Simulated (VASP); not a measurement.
# Ge: single point with PBEsol

The system is Ge.

```xyz
24
Lattice="0.0000 -5.7331 5.2043 4.9879 2.8665 5.2043 -4.9879 2.8665 5.2043" Properties=species:S:1:pos:R:3 pbc="T T T"
Ge   -2.4251    2.8525    7.5290
Ge    2.7707   -0.1409    7.8681
Ge   -1.9554   -3.1536    7.8466
Ge    2.9446    2.8107    5.4195
Ge   -2.1438   -0.1746    5.0847
Ge   -2.0879    0.0465   10.4354
Ge    2.0260    2.7728    7.8032
Ge   -2.6548    0.1251    7.9567
Ge    2.2763   -2.8218    7.8916
Ge    2.4188    0.1662    4.8533
Ge    2.1536    0.0810   10.3784
Ge   -2.9980    2.9513    5.2351
Ge    0.0113    1.4998   10.3817
Ge    0.0901   -4.1883    5.3334
Ge   -0.2550    1.5281    5.3576
Ge    0.0129   -1.7451   10.5009
Ge    0.0823    3.9805   10.3117
Ge    0.0558   -1.5000    5.3591
Ge   -0.0511    1.3219    7.7741
Ge    0.3365    1.4383   13.1221
Ge    0.1778    1.0665    2.5577
Ge   -0.0616   -1.1031   12.9476
Ge   -0.1837   -1.4643    2.6606
Ge    0.0693   -1.2717    7.8298
```

This cell differs from its parent crystal: dynamics (nvt langevin) at 600 K, volume x 1.01, from the last frame before.

- Program: VASP 6.6.1
- Task: single point
- Functional: PBEsol
- Potentials or basis: VASP PAW PBE potentials, release 64 (Ge_d)
- Cutoff: 520 eV
- k mesh: 2 × 2 × 2, shifted
- Occupations: fermi-dirac, width 0.0517 eV
- Spin: no spin polarisation

```
Pressure               : 1.1 GPa
Largest force          : 1.958 eV/Å
Band gap on the k mesh : zero (bands 168 and 169 overlap by 0.06 eV)
```

Forces on the atoms (eV/Å):
```
Ge   1.120 -0.336  1.341
Ge  -0.091 -0.160 -0.128
Ge  -0.448  0.447 -0.149
Ge  -0.137  0.081 -0.572
Ge  -0.378  0.161  0.289
Ge  -0.172 -0.135  0.310
Ge   0.355  0.305  0.033
Ge   0.002 -0.038 -0.404
Ge   0.188 -0.105 -0.022
Ge  -0.752 -0.096  1.040
Ge   0.122 -0.463  0.212
Ge   0.899 -0.711 -1.587
Ge  -0.088 -0.124  0.426
Ge  -1.242  1.068 -0.630
Ge   0.592 -0.396 -0.984
Ge   0.244  0.748 -0.589
Ge   0.107  0.454 -0.035
Ge   0.569 -0.534 -0.687
Ge   0.048 -0.281  0.407
Ge  -0.526 -0.309 -0.308
Ge  -0.221  0.443  0.893
Ge  -0.185 -0.177  0.728
Ge   0.379  0.214 -0.025
Ge  -0.386 -0.055  0.443
```

Stress tensor (GPa, compression positive):
```
 1.37 -0.26  0.07
-0.26  0.14  0.08
 0.07  0.08  1.79
```

Levels at points of the mesh, in eV from the Fermi level:
```
           k point  band 164  band 165  band 166  band 167  band 168  band 169  band 170  band 171  band 172  band 173
(0.25, 0.25, 0.25)     -0.48     -0.44     -0.30     -0.04      0.09      0.15      0.32      0.47      0.52      0.70
```

Wall time 7.4 min on 1 thread of AMD EPYC 9755 128-Core Processor (shared host), peak memory 0.58 GiB.

Caveat: the k points lie up to 0.42 Å⁻¹ apart; the atoms stand as in a frame of molecular dynamics; semilocal functionals underestimate gaps, so a narrow gap can read as zero; the PAW data sets were made with another functional, which shifts forces and pressure a little.
